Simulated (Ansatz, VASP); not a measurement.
Fe: VASP and Ansatz over several settings

```
Fe
1.0
     0.00000    1.94174    1.96511
     1.49844    0.00000    1.96511
     1.49844    1.94174    0.00000
Fe
1
Direct
  0.00000 0.00000 0.00000
```

Single points on this cell with VASP 6.6.1 and Ansatz 0.2.0. Each row is one pair of runs. Alike in all rows: smearing: fermi-dirac, width 0.05 eV; VASP's potentials, cutoff: VASP PAW PBE potentials, release 64 (Fe), 520 eV; Ansatz's potentials, cutoff: Ansatz PAW, 420 eV.

```tsv
level	spin	k mesh	pressure (GPa), VASP	pressure (GPa), Ansatz	net moment per atom (μB), VASP	net moment per atom (μB), Ansatz
PBE	collinear, typed start	13 × 13 × 13	-1.2	-1.1	2.20	2.17
PBE	collinear, zero start	11 × 11 × 11	?	-19.7	?	0.00
PBE	collinear, typed start	11 × 11 × 11	-16.8	-16.5	0.80	0.80
```

Task: Fill in what VASP gave in row 2.

Result: Pressure (GPa): -19.9; net moment per atom (μB): 0.00.

VASP's potentials hold 8 valence electrons a cell and Ansatz's 16, so a difference there can come from the potentials and not from the codes.
